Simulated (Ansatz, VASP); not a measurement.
**One calculation of CdF2, two programs**

The input INCAR:

```
SYSTEM = CdF2
ALGO = Normal
EDIFF = 1E-6
ENCUT = 520
GGA = PE
ISIF = 2
ISMEAR = 0
LASPH = .True.
LCHARG = .False.
LREAL = .False.
LWAVE = .False.
NBANDS = 20
NELM = 80
PREC = Accurate
SIGMA = 0.05
```

The input KPOINTS:

```
k-points
0
Gamma
  8 8 8
  0 0 0
```

POSCAR

```
CdF2
1.0
    0.0000000000      2.6940000000      2.6940000000
    2.2899000000      0.0000000000      2.6940000000
    2.2899000000      2.6940000000      0.0000000000
Cd F
1 2
Direct
    0.0000000000      0.0000000000      0.0000000000
    0.2500000000      0.2500000000      0.2500000000
    0.7500000000      0.7500000000      0.7500000000
```

Input for Ansatz:

```yaml
crystal:
  lattice:
    - [0.0, 2.694, 2.694]
    - [2.2899, 0.0, 2.694]
    - [2.2899, 2.694, 0.0]
  atoms:
    - { symbol: Cd, position: [0.0, 0.0, 0.0] }
    - { symbol: F, position: [0.25, 0.25, 0.25] }
    - { symbol: F, position: [0.75, 0.75, 0.75] }
basis:
  ecutwfc: 420
kpoints:
  mp_grid: { grid: [8, 8, 8] }
hamiltonian:
  xc: pbe
scf:
  occupations: { method: gaussian, width: 0.05 }
output:
  forces: true
  stress: true
  eigenvalues: true
```

Change from the starting cell: strain -0.1500 x Voigt [1, 0, 0, 0, 0, 0], atoms carried along.

Alike in both runs: task single point; functional PBE; k mesh 8 × 8 × 8; occupations gaussian, width 0.05 eV; no spin polarisation.

|  | VASP | Ansatz |
| --- | --- | --- |
| version | VASP 6.6.1 | Ansatz 0.2.0 |
| potentials or method | VASP PAW PBE potentials, release 64 (Cd, F), cutoff 520 eV | scalar-relativistic, plane waves, PAW |
| valence electrons in the cell | 26 | 34 |

|  | VASP | Ansatz | Ansatz less VASP |
| --- | --- | --- | --- |
| gap on the k mesh at the Fermi level (eV) | 2.89 | 2.93 | +0.046 |
| least direct gap on the mesh (eV) | 3.49 | 3.54 | +0.055 |
| pressure (GPa) | 35.0 | 33.1 | -1.87 |
| traceless stress, the component that is largest in VASP (GPa) | 15.50 | 15.86 | +0.360 |

Both programs put the cell under a high pressure, so it lies far from rest at this level. With one functional, cell and mesh, what is left measures potentials, basis and numerics. VASP's potentials hold 26 valence electrons a cell and Ansatz's 34, so a difference there can come from the potentials and not from the codes.
